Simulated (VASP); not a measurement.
# Si (Ibca) in VASP: further runs, part 2 of 2

VASP 6.6.1.

**3. Single point, PBE (16.98 Å³/atom)**

This run uses another cell than the first one, of 16.98 Å³/atom.

Input file INCAR:

```
SYSTEM = Si
  PREC = Accurate
  ENCUT = 520
  EDIFF = 1E-6
  ISMEAR = 0
  SIGMA = 0.15
  LREAL = .FALSE.
  LASPH = .TRUE.
  NELM = 60
  ALGO = Normal
  ISIF = 2
  LWAVE = .FALSE.
  LCHARG = .FALSE.
  GGA = PE
  NBANDS = 26
```

Input file KPOINTS:

```
regular mesh
0
G
  10 10 10
  0 0 0
```

Input file POSCAR:

```
Si
1.0
   -3.1951932115      3.1951932115      3.3261961332
    3.1951932115     -3.1951932115      3.3261961332
    3.1951932115      3.1951932115     -3.3261961332
Si
8
Direct
    0.2028545115      0.2028545115      0.2028545115
    0.5000000000      0.0000000000      0.2971454885
    0.2971454885      0.5000000000      0.0000000000
    0.0000000000      0.2971454885      0.5000000000
    0.7971454885      0.7971454885      0.7971454885
    0.5000000000      0.0000000000      0.7028545115
    0.7028545115      0.5000000000      0.0000000000
    0.0000000000      0.7028545115      0.5000000000
```

Potentials or basis: VASP PAW PBE potentials, release 64 (Si).

The run is started by

```console
$ cat potpaw_PBE.64/Si/POTCAR > POTCAR
$ mpirun -np 1 vasp_std > vasp.out
```

OUTCAR:

```text
SYSTEM = Si
   PREC = Accurate
   ENCUT = 520
   EDIFF = 1E-6
   ISMEAR = 0
   LREAL = .FALSE.
   LASPH = .TRUE.
   NELM = 60
   ISIF = 2
   GGA = PE

 ion  position               nearest neighbor table
   1  0.203  0.203  0.203-   5 2.28   2 2.30   4 2.33   3 2.36
   2  0.500  0.000  0.297-   6 2.28   1 2.30   3 2.33   4 2.36
   3  0.297  0.500  0.000-   7 2.28   4 2.30   2 2.33   1 2.36
   4  0.000  0.297  0.500-   8 2.28   3 2.30   1 2.33   2 2.36
   5  0.797  0.797  0.797-   1 2.28   6 2.30   8 2.33   7 2.36
   6  0.500  0.000  0.703-   2 2.28   5 2.30   7 2.33   8 2.36
   7  0.703  0.500  0.000-   3 2.28   8 2.30   6 2.33   5 2.36
   8  0.000  0.703  0.500-   4 2.28   7 2.30   5 2.33   6 2.36

  LATTYP: Found a body centered tetragonal cell.
 ALAT       =     6.3903864230
 C/A-ratio  =     1.0410000000

  Lattice vectors:

 A1 = (  -3.1951932115,   3.1951932115,   3.3261961332)
 A2 = (   3.1951932115,  -3.1951932115,   3.3261961332)
 A3 = (   3.1951932115,   3.1951932115,  -3.3261961332)

Analysis of symmetry for initial positions (statically):
[... 193 lines left out ...]
 Fermi energy:         7.9071616619

 k-point     1 :       0.0000    0.0000    0.0000
  band No.  band energies     occupation
      1      -5.3227      2.00000
      2      -0.5490      2.00000
      3      -0.4149      2.00000
      4      -0.3323      2.00000
      5      -0.0376      2.00000
      6       1.1673      2.00000
[... 685 lines left out ...]
     25      12.9864      0.00000
     26      13.2065      0.00000

 [... further k-points ...]

------------------------ aborting loop because EDIFF is reached ----------------------------------------

  FORCE on cell =-STRESS in cart. coord.  units (eV):
  Direction    XX          YY          ZZ          XY          YZ          ZX
  --------------------------------------------------------------------------------------
  -------------------------------------------------------------------------------------
  Total        9.9387168     10.0252603      4.1499058      0.0000000      0.0000000      0.0000000
  in kB      117.2300106    118.2508150     48.9493265      0.0000000      0.0000000      0.0000000
  external PRESSURE =      94.8100507 kB  Pullay stress =       0.0000000 kB

 VOLUME and BASIS-vectors are now :
 -----------------------------------------------------------------------------
  energy-cutoff  :      520.00
  volume of cell :      135.83
      direct lattice vectors                 reciprocal lattice vectors
    -3.195193211  3.195193211  3.326196133     0.000000000  0.156485060  0.150321863
     3.195193211 -3.195193211  3.326196133     0.156485060  0.000000000  0.150321863
     3.195193211  3.195193211 -3.326196133     0.156485060  0.156485060  0.000000000

 POSITION                                       TOTAL-FORCE (eV/Angst)
 -----------------------------------------------------------------------------------
      0.64816      0.64816      0.67473         0.354252     -0.027346      0.414406
     -0.64816      2.54703      0.67473        -0.354252      0.027346      0.414406
      0.64816     -0.64816      2.65146         0.354252      0.027346     -0.414406
      2.54703      0.64816     -0.67473        -0.354252     -0.027346     -0.414406
      2.54703      2.54703      2.65146        -0.354252      0.027346     -0.414406
      0.64816      3.84335     -0.67473         0.354252     -0.027346     -0.414406
     -0.64816      0.64816      4.00093        -0.354252     -0.027346      0.414406
      3.84335     -0.64816      0.67473         0.354252      0.027346      0.414406
 -----------------------------------------------------------------------------------
    total drift:                               -0.000000     -0.000000     -0.000000

  FREE ENERGIE OF THE ION-ELECTRON SYSTEM (eV)
  ---------------------------------------------------
  free  energy   TOTEN  =       -41.7390256164 eV

  energy  without entropy=      -41.7288204462  energy(sigma->0) =      -41.73392303
```

OSZICAR:

```text
N       E                     dE             d eps       ncg     rms          rms(c)
DAV:   1     0.607536985729E+02    0.60754E+02   -0.12300E+04  8892   0.103E+03
DAV:   2    -0.377475769657E+02   -0.98501E+02   -0.90566E+02 11040   0.149E+02
DAV:   3    -0.424554339983E+02   -0.47079E+01   -0.45943E+01 11834   0.290E+01
DAV:   4    -0.425239804902E+02   -0.68546E-01   -0.68336E-01 11090   0.434E+00
DAV:   5    -0.425250813119E+02   -0.11008E-02   -0.11000E-02 11762   0.510E-01    0.104E+01
DAV:   6    -0.419187992083E+02    0.60628E+00   -0.42410E-01 10772   0.281E+00    0.621E+00
DAV:   7    -0.417447800730E+02    0.17402E+00   -0.55790E-01 11082   0.312E+00    0.851E-01
DAV:   8    -0.417391179993E+02    0.56621E-02   -0.84713E-02 10284   0.141E+00    0.409E-01
DAV:   9    -0.417396080976E+02   -0.49010E-03   -0.43898E-03 10624   0.369E-01    0.180E-01
DAV:  10    -0.417390438194E+02    0.56428E-03   -0.87683E-04 10960   0.152E-01    0.533E-02
DAV:  11    -0.417390316859E+02    0.12134E-04   -0.36426E-04 10954   0.795E-02    0.360E-02
DAV:  12    -0.417390271367E+02    0.45492E-05   -0.40164E-05 10522   0.304E-02    0.211E-02
DAV:  13    -0.417390256229E+02    0.15138E-05   -0.31179E-06 10408   0.770E-03    0.279E-03
DAV:  14    -0.417390256164E+02    0.64706E-08   -0.43671E-07  5496   0.324E-03
   1 F= -.41739026E+02 E0= -.41733923E+02  d E =-.102052E-01
```

Run time: 4.1 min. Hardware: 1 thread of Intel Xeon 6975P-C (Granite Rapids), shared host; peak memory 0.53 GiB.

Results:

```
Free energy            : -41.7390 eV
Pressure               : 9.5 GPa
Largest force          : 0.546 eV/Å
Band gap on the k mesh : zero (bands 16 and 17 overlap by 0.24 eV)
```

Forces in eV/Å, atoms in the order of the input:
```
Si   0.354 -0.027  0.414
Si  -0.354  0.027  0.414
Si   0.354  0.027 -0.414
Si  -0.354 -0.027 -0.414
Si  -0.354  0.027 -0.414
Si   0.354 -0.027 -0.414
Si  -0.354 -0.027  0.414
Si   0.354  0.027  0.414
```

Caveat: the stress differs along the axes, from 5 to 12 GPa; semilocal functionals underestimate gaps, and a narrow one can read as zero.

**4. Single point, PBE (16.98 Å³/atom)**

This run uses another cell than the first one, of 16.98 Å³/atom.

Input file INCAR:

```
SYSTEM = Si
  PREC = Accurate
  ENCUT = 520
  EDIFF = 1E-6
  ISMEAR = 0
  SIGMA = 0.15
  LREAL = .False.
  LASPH = .True.
  NELM = 100
  ALGO = Normal
  ISIF = 2
  LWAVE = .False.
  LCHARG = .True.
  GGA = PE
  LELF = .True.
  LVHAR = .True.
  NBANDS = 26
```

Input file KPOINTS:

```
regular mesh
0
Gamma
  10 10 10
  0 0 0
```

Changes to POSCAR since step 3:

```diff
@@ -2,5 +2,5 @@
 1.0
-   -3.1951932115      3.1951932115      3.3261961332
-    3.1951932115     -3.1951932115      3.3261961332
-    3.1951932115      3.1951932115     -3.3261961332
+   -3.2819591707      3.2819591707      3.1526499794
+    3.2819591707     -3.2819591707      3.1526499794
+    3.2819591707      3.2819591707     -3.1526499794
 Si
```

The run is started by

```console
$ cat potpaw_PBE.64/Si/POTCAR > POTCAR
$ mpirun -np 1 vasp_std > vasp.out
```

It took 4 min on 1 thread of Intel Xeon 6975P-C (Granite Rapids), shared host; peak memory 0.53 GiB.

It converged, with:

| Quantity | Value |
| --- | --- |
| Free energy | -41.7410 eV |
| Pressure | 9.5 GPa |
| Largest force | 0.548 eV/Å |
| Band gap on the k mesh | zero (bands 16 and 17 overlap by 0.22 eV) |

Forces on the atoms (eV/Å):
```
Si   0.161  0.521  0.059
Si  -0.161 -0.521  0.059
Si   0.161 -0.521 -0.059
Si  -0.161  0.521 -0.059
Si  -0.161 -0.521 -0.059
Si   0.161  0.521 -0.059
Si  -0.161  0.521  0.059
Si   0.161 -0.521  0.059
```

Stress tensor (GPa, compression positive):
```
 7.22  0.00  0.00
 0.00  7.33  0.00
 0.00  0.00 13.90
```

Levels at points of the mesh, in eV from the Fermi level:
```tsv
k point	band 12	band 13	band 14	band 15	band 16	band 17	band 18	band 19	band 20	band 21
(0.00, 0.00, 0.00)	-4.34	-4.30	-1.63	-1.54	-0.63	1.42	1.47	2.35	3.75	3.80
(0.50, 0.00, 0.00)	-2.72	-2.24	-2.24	-1.53	-1.53	0.58	0.58	1.99	1.99	2.19
(0.50, 0.00, 0.50)	-2.85	-2.14	-2.14	-1.30	-1.30	0.22	0.22	2.12	2.12	2.26
(0.50, 0.50, 0.00)	-2.74	-2.28	-2.28	-1.27	-1.27	0.35	0.35	2.12	2.12	2.45
(0.50, 0.50, 0.50)	-2.72	-2.69	-0.53	0.05	0.21	0.44	2.71	2.82	2.92	3.07
```

Caveat: the stress differs along the axes, from 7 to 14 GPa; semilocal functionals underestimate gaps, and a narrow one can read as zero.

**5. Single point, PBE (19.93 Å³/atom)**

This run uses another cell than the first one, of 19.93 Å³/atom.

Input file INCAR:

```
SYSTEM = Si
PREC = Accurate ; ENCUT = 520
EDIFF = 1E-6 ; ISMEAR = 0
SIGMA = 0.15 ; LREAL = .FALSE.
LASPH = .TRUE. ; NELM = 100
ALGO = Normal ; ISIF = 2
LWAVE = .FALSE. ; LCHARG = .TRUE.
GGA = PE ; LELF = .TRUE.
LVHAR = .TRUE. ; NBANDS = 26
```

Input file KPOINTS:

```
regular mesh
0
G
  10 10 10
  0 0 0
```

Changes to POSCAR since step 4:

```diff
@@ -2,5 +2,5 @@
 1.0
-   -3.2819591707      3.2819591707      3.1526499794
-    3.2819591707     -3.2819591707      3.1526499794
-    3.2819591707      3.2819591707     -3.1526499794
+   -3.3706219777      3.3706219777      3.5088174788
+    3.3706219777     -3.3706219777      3.5088174788
+    3.3706219777      3.3706219777     -3.5088174788
 Si
```

The run is started by

```console
$ cat potpaw_PBE.64/Si/POTCAR > POTCAR
$ mpirun -np 1 vasp_std > vasp.out
```

Wall time 6.4 min (1 thread of Intel Xeon 6975P-C (Granite Rapids), shared host); peak memory 0.64 GiB.

The run converged. Its results:

* Free energy: -41.8182 eV
* Pressure: -6.2 GPa
* Largest force: 0.331 eV/Å
* Band gap on the k mesh: zero (bands 16 and 17 overlap by 0.04 eV)

Forces in eV/Å, atoms in the order of the input:
```
Si  -0.125 -0.284 -0.115
Si   0.125  0.284 -0.115
Si  -0.125  0.284  0.115
Si   0.125 -0.284  0.115
Si   0.125  0.284  0.115
Si  -0.125 -0.284  0.115
Si   0.125 -0.284 -0.115
Si  -0.125  0.284 -0.115
```

Stress tensor (GPa, compression positive):
```
-4.49  0.00  0.00
 0.00 -4.40  0.00
 0.00  0.00 -9.68
```

Levels at points of the mesh, in eV from the Fermi level:
| k point | band 14 | band 15 | band 16 | band 17 | band 18 | band 19 |
| --- | --- | --- | --- | --- | --- | --- |
| (0.00, 0.00, 0.00) | -1.63 | -1.27 | -0.67 | 1.13 | 1.86 | 1.92 |
| (0.50, 0.00, 0.00) | -1.95 | -1.08 | -1.08 | 0.27 | 0.27 | 1.92 |
| (0.00, 0.50, 0.00) | -2.03 | -1.27 | -1.27 | 0.57 | 0.57 | 1.85 |
| (0.50, 0.50, 0.00) | -1.97 | -1.34 | -1.34 | 0.46 | 0.46 | 1.78 |
| (0.50, 0.50, 0.50) | -0.66 | -0.05 | 0.10 | 0.30 | 2.20 | 2.37 |

Caveat: the stress differs along the axes, from -10 to -4 GPa; semilocal functionals underestimate gaps, and a narrow one can read as zero.

**6. Overview**

| cell | gap on the mesh (eV) | pressure (GPa) | largest force (eV/Å) |
| --- | --- | --- | --- |
| a = 5.876 Å, angles 111.7, 111.7, 105.1°, 8 atoms | none | -4.2 | 0.37 |
| a = 5.611 Å, angles 110.6, 110.6, 107.3°, 8 atoms | none | 9.5 | 0.55 |
| a = 5.611 Å, angles 108.4, 108.4, 111.6°, 8 atoms | none | 9.5 | 0.55 |
| a = 5.919 Å, angles 110.6, 110.6, 107.3°, 8 atoms | none | -6.2 | 0.33 |

Alike in all rows: task single point; level PBE; potentials or basis VASP PAW PBE potentials, release 64 (Si); no spin polarisation; k mesh 10 × 10 × 10; cutoff (eV) 520; smearing gaussian 0.15 eV.

Caveats: semilocal functionals underestimate gaps, and a narrow one can read as zero; the stress differs along the axes, from -11 to -0 GPa (at least some runs); the stress differs along the axes, from 5 to 12 GPa (at least some runs); the stress differs along the axes, from 7 to 14 GPa (at least some runs); the stress differs along the axes, from -10 to -4 GPa (at least some runs).

Total energies depend on the potentials used, so only differences within one code and one set of settings carry meaning.
